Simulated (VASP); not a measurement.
# LiCl (Fm-3m) in VASP: single point with PBEsol

Aim: the single point of LiCl with PBEsol.

Everything below comes from runs of VASP 6.6.1. Logs are shortened: lines on timing, memory, paths and dates and some standing lists are left out, and cuts for length are marked.

### 1 The cell of the first run

It takes space group Fm-3m (No. 225, cubic). Conventional cell: a = 5.130 Å, b = 5.130 Å, c = 5.130 Å, α = 90.00°, β = 90.00°, γ = 90.00°. Li (site symmetry m-3m) has 6 Cl at 2.56 Å within 3.4 Å. Within 3.4 Å of Cl (site symmetry m-3m) lie 6 Li at 2.56 Å.

### 2 Single point, PBEsol

INCAR

```
SYSTEM = LiCl
  ALGO = Normal
  EDIFF = 1E-6
  ENCUT = 520
  GGA = PS
  ISIF = 2
  ISMEAR = 0
  LASPH = .TRUE.
  LCHARG = .FALSE.
  LREAL = .FALSE.
  LWAVE = .FALSE.
  NBANDS = 12
  NELM = 80
  PREC = Accurate
  SIGMA = 0.01
```

KPOINTS

```
k-points
0
G
  6 6 6
  0 0 0
```

POSCAR

```
LiCl
1.0
    0.0000000000      2.5647700000      2.5647700000
    2.5647700000      0.0000000000      2.5647700000
    2.5647700000      2.5647700000      0.0000000000
Li Cl
1 1
Direct
    0.0000000000      0.0000000000      0.0000000000
    0.5000000000      0.5000000000      0.5000000000
```

Potentials or basis: VASP PAW PBE potentials, release 64 (Li_sv, Cl).

The run is started by

```
$ cat potpaw_PBE.64/Li_sv/POTCAR potpaw_PBE.64/Cl/POTCAR > POTCAR
$ mpirun -np 1 vasp_std > vasp.out
```

OUTCAR:

```text
SYSTEM = LiCl
   EDIFF = 1E-6
   ENCUT = 520
   GGA = PS
   ISIF = 2
   ISMEAR = 0
   LASPH = .TRUE.
   LREAL = .FALSE.
   NELM = 80
   PREC = Accurate

 ion  position               nearest neighbor table
   1  0.000  0.000  0.000-   2 2.56   2 2.56   2 2.56   2 2.56   2 2.56   2 2.56
   2  0.500  0.500  0.500-   1 2.56   1 2.56   1 2.56   1 2.56   1 2.56   1 2.56

  LATTYP: Found a face centered cubic cell.
 ALAT       =     5.1295400000

  Lattice vectors:

 A1 = (   0.0000000000,   2.5647700000,   2.5647700000)
 A2 = (   2.5647700000,   0.0000000000,   2.5647700000)
 A3 = (   2.5647700000,   2.5647700000,   0.0000000000)

Analysis of symmetry for initial positions (statically):
=====================================================================
 Subroutine PRICEL returns:
 Original cell was already a primitive cell.

 Routine SETGRP: Setting up the symmetry group for a
 face centered cubic supercell.

 Subroutine GETGRP returns: Found 48 space group operations
 (whereof 48 operations were pure point group operations)
 out of a pool of 48 trial point group operations.

The static configuration has the point symmetry O_h .

Analysis of symmetry for dynamics (positions and initial velocities):
=====================================================================
 Subroutine PRICEL returns:
 Original cell was already a primitive cell.

 Routine SETGRP: Setting up the symmetry group for a
 face centered cubic supercell.

 Subroutine GETGRP returns: Found 48 space group operations
 (whereof 48 operations were pure point group operations)
 out of a pool of 48 trial point group operations.

The dynamic configuration has the point symmetry O_h .

 Subroutine INISYM returns: Found 48 space group operations
 (whereof 48 operations are pure point group operations),
 and found     1 'primitive' translations

----------------------------------------------------------------------------------------

                                     Primitive cell

  volume of cell :      33.7423

  direct lattice vectors                    reciprocal lattice vectors
     0.000000000  2.564770000  2.564770000    -0.194949255  0.194949255  0.194949255
     2.564770000  0.000000000  2.564770000     0.194949255 -0.194949255  0.194949255
     2.564770000  2.564770000  0.000000000     0.194949255  0.194949255 -0.194949255

  length of vectors
     3.627132518  3.627132518  3.627132518     0.337662014  0.337662014  0.337662014

  position of ions in fractional coordinates (direct lattice)
     0.000000000  0.000000000  0.000000000
     0.500000000  0.500000000  0.500000000

  ion indices of the primitive-cell ions
   primitive index   ion index
                 1           1
                 2           2

----------------------------------------------------------------------------------------

 KPOINTS: k-points

Automatic generation of k-mesh.
 Grid dimensions read from file:
 generate k-points for:    6    6    6

 Generating k-lattice:

  Cartesian coordinates                     Fractional coordinates (reciprocal lattice)
    -0.032491542  0.032491542  0.032491542     0.166666667  0.000000000  0.000000000
     0.032491542 -0.032491542  0.032491542     0.000000000  0.166666667  0.000000000
     0.032491542  0.032491542 -0.032491542     0.000000000  0.000000000  0.166666667

  Length of vectors
     0.056277002  0.056277002  0.056277002

  Shift w.r.t. Gamma in fractional coordinates (k-lattice)
     0.000000000  0.000000000  0.000000000

 Subroutine IBZKPT returns following result:
 ===========================================

 Found     16 irreducible k-points:

 Following reciprocal coordinates:
            Coordinates               Weight
  0.000000  0.000000  0.000000      1.000000
  0.166667  0.000000  0.000000      8.000000
  0.333333  0.000000  0.000000      8.000000
  0.500000  0.000000  0.000000      4.000000
  0.166667  0.166667  0.000000      6.000000
  0.333333  0.166667  0.000000     24.000000
[... 8 lines left out ...]
 -0.333333  0.333333  0.166667     24.000000
 -0.333333  0.500000  0.166667     12.000000
   k-points           NKPTS =     16   k-points in BZ     NKDIM =     16   number of bands    NBANDS=     12
   number of dos      NEDOS =    301   number of ions     NIONS =      2
   total plane-waves  NPLWV =  21952
   dimension x,y,z NGX =    28 NGY =   28 NGZ =   28
   dimension x,y,z NGXF=    56 NGYF=   56 NGZF=   56
   ions per type =               1   1
   NGX,Y,Z   is equivalent  to a cutoff of  12.83, 12.83, 12.83 a.u.
   NGXF,Y,Z  is equivalent  to a cutoff of  25.67, 25.67, 25.67 a.u.
 SYSTEM =  LiCl
   PREC   = accura    normal or accurate (medium, high low for compatibility)
   ISTART =      0    job   : 0-new  1-cont  2-samecut
   ICHARG =      2    charge: 1-file 2-atom 10-const
   ISPIN  =      1    spin polarized calculation?
   LNONCOLLINEAR =      F non collinear calculations
   LSORBIT =      F    spin-orbit coupling
   LASPH  =      T    aspherical Exc in radial PAW
   ENCUT  =  520.0 eV  38.22 Ry    6.18 a.u.   6.74  6.74  6.74*2*pi/ulx,y,z
   NELM   =     80;   NELMIN=  2; NELMDL= -5     # of ELM steps
   EDIFF  = 0.1E-05   stopping-criterion for ELM
   LREAL  =      F    real-space projection
   EDIFFG = 0.1E-04   stopping-criterion for IOM
   NSW    =      0    number of steps for IOM
   IBRION =     -1    ionic relax: 0-MD 1-quasi-New 2-CG
   NFREE  =      0    steps in history (QN), initial steepest desc. (CG)
   ISIF   =      2    stress and relaxation
   ISYM   =      2    0-nonsym 1-usesym 2-fastsym
   POTIM  = 0.5000    time-step for ionic-motion
   TEBEG  =    0.0;   TEEND  =   0.0 temperature during run
   PSTRESS=    0.0 pullay stress
   NELECT =      10.0000    total number of electrons
   NUPDOWN=      -1.0000    fix difference up-down
   EMIN   =  10.00;   EMAX   =-10.00  energy-range for DOS
   EFERMI =   0.00;   METHOD = LEGACY
   ISMEAR =     0;   SIGMA  =   0.01  broadening in eV -4-tet -1-fermi 0-gaus
   EFERMI_NEDOS =   21; number of points for ismear=-14 and -15
   IALGO  =     38    algorithm
   IMIX   =      4    mixing-type and parameters
     AMIX     =   0.40;   BMIX     =  1.00
     AMIX_MAG =   1.60;   BMIX_MAG =  1.00
  volume/ion in A,a.u.               =      16.87       113.85
  Fermi-wavevector in a.u.,A,eV,Ry     =   1.091482  2.062601 16.209056  1.191332
  Thomas-Fermi vector in A             =   2.227728
   LORBIT       =      0    0 simple, 1 ext, 2 COOP (PROOUT), +10 PAW based schemes
   GGA     = PS    functional components
   LHFCALC =     F    Hartree Fock is set to
   AEXX    =    0.0000 exact exchange contribution
   IVDW    =     0    specifies the selected vdW correction
   LEPSILON=     F    determine dielectric tensor
   LRPA    =     F    only Hartree local field effects (RPA)
 non-spin polarized calculation
 Gauss-broadening in eV      SIGMA  =   0.01
  energy-cutoff  :      520.00
  volume of cell :       33.74
 maximum number of plane-waves:       934
   NGX = 13   NGY = 13   NGZ = 13

 number of electron      10.0000005 magnetization

 Free energy of the ion-electron system (eV)
  ---------------------------------------------------
  ext. energy  EPLUGINS =         0.00000000
  ---------------------------------------------------
  free energy    TOTEN  =        -7.63419223 eV

  energy without entropy =       -7.63419223  energy(sigma->0) =       -7.63419223

 E-fermi :   0.6276     XC(G=0):  -8.9102

 val. band max:        0.5350136392   @ k =   0.0000   0.0000   0.0000
 cond. band min:       6.6721671428   @ k =   0.0000   0.0000   0.0000
 fundamental gap:      6.1371535036
 Fermi energy:         0.6276242763

 k-point     1 :       0.0000    0.0000    0.0000
  band No.  band energies     occupation
      1     -42.2806      2.00000
      2     -12.8575      2.00000
      3       0.5350      2.00000
      4       0.5350      2.00000
      5       0.5350      2.00000
      6       6.6722      0.00000
      7      12.3465      0.00000
      8      12.3465      0.00000
      9      12.3465      0.00000
     10      14.9506      0.00000
     11      14.9507      0.00000
     12      14.9514      0.00000

 k-point     2 :       0.1667    0.0000    0.0000
  band No.  band energies     occupation
      1     -42.2800      2.00000
      2     -12.7248      2.00000
      3      -0.3482      2.00000
      4       0.4639      2.00000
      5       0.4639      2.00000
      6       7.3700      0.00000
      7      11.2923      0.00000
      8      11.9303      0.00000
      9      11.9303      0.00000
     10      13.6315      0.00000
     11      13.6315      0.00000
     12      15.5736      0.00000

 k-point     3 :       0.3333    0.0000    0.0000
  band No.  band energies     occupation
      1     -42.2784      2.00000
      2     -12.4355      2.00000
      3      -1.7358      2.00000
      4       0.3332      2.00000
      5       0.3332      2.00000
      6       7.4044      0.00000
      7      10.4727      0.00000
      8      10.4728      0.00000
      9      12.0988      0.00000
     10      15.5382      0.00000
     11      15.5382      0.00000
     12      16.3693      0.00000
[... 166 lines left out ...]
 k-point    15 :      -0.3333    0.3333    0.1667
  band No.  band energies     occupation
      1     -42.2770      2.00000
      2     -12.0980      2.00000
      3      -1.8837      2.00000
      4      -1.2399      2.00000
      5      -0.2675      2.00000
      6       9.2873      0.00000
      7       9.7814      0.00000
      8      11.3730      0.00000
      9      11.5442      0.00000
     10      15.6225      0.00000
     11      16.4588      0.00000
     12      18.9614      0.00000

 k-point    16 :      -0.3333    0.5000    0.1667
  band No.  band energies     occupation
      1     -42.2768      2.00000
      2     -12.0328      2.00000
      3      -2.0528      2.00000
      4      -1.1575      2.00000
      5      -0.5579      2.00000
      6       9.1672      0.00000
      7       9.7611      0.00000
      8      11.7725      0.00000
      9      11.8080      0.00000
     10      15.3404      0.00000
     11      17.6739      0.00000
     12      19.2048      0.00000

------------------------ aborting loop because EDIFF is reached ----------------------------------------

  FORCE on cell =-STRESS in cart. coord.  units (eV):
  Direction    XX          YY          ZZ          XY          YZ          ZX
  --------------------------------------------------------------------------------------
  -------------------------------------------------------------------------------------
  Total       -0.2767804     -0.2767804     -0.2767804      0.0000000      0.0000000      0.0000000
  in kB      -13.1422801    -13.1422801    -13.1422801      0.0000000      0.0000000      0.0000000
  external PRESSURE =     -13.1422801 kB  Pullay stress =       0.0000000 kB

 VOLUME and BASIS-vectors are now :
 -----------------------------------------------------------------------------
  energy-cutoff  :      520.00
  volume of cell :       33.74
      direct lattice vectors                 reciprocal lattice vectors
     0.000000000  2.564770000  2.564770000    -0.194949255  0.194949255  0.194949255
     2.564770000  0.000000000  2.564770000     0.194949255 -0.194949255  0.194949255
     2.564770000  2.564770000  0.000000000     0.194949255  0.194949255 -0.194949255

 POSITION                                       TOTAL-FORCE (eV/Angst)
 -----------------------------------------------------------------------------------
      0.00000      0.00000      0.00000         0.000000     -0.000000      0.000000
      2.56477      2.56477      2.56477        -0.000000      0.000000     -0.000000
 -----------------------------------------------------------------------------------
    total drift:                                0.000000      0.000000      0.000000

  FREE ENERGIE OF THE ION-ELECTRON SYSTEM (eV)
  ---------------------------------------------------
  free  energy   TOTEN  =        -7.6341922265 eV

  energy  without entropy=       -7.6341922265  energy(sigma->0) =       -7.63419223
```

It took 3.2 s on 1 thread of Intel Xeon 6975P-C (Granite Rapids), shared host; peak memory 0.14 GiB.

Results:

```yaml
Free_energy: -7.6342 eV
Band_gap_on_the_k_mesh: 6.14 eV, direct
```

Levels at points of the mesh, in eV from the valence-band top:
```
           k point  band 3  band 4  band 5  band 6  band 7  band 8
(0.00, 0.00, 0.00)    0.00    0.00    0.00    6.14   11.81   11.81
(0.50, 0.00, 0.00)   -2.87   -0.26   -0.26    6.56    9.40    9.40
(0.50, 0.50, 0.00)   -2.96   -1.12   -1.12    7.77    8.09   12.27
```

Caveat: the cutoff is under 1.25 times the usual one of these potentials, so pressure, stress and relaxed cells hold a basis-set (Pulay) error; the PAW data sets were made with another functional, which shifts forces and pressure a little. A k mesh can miss the band edges.
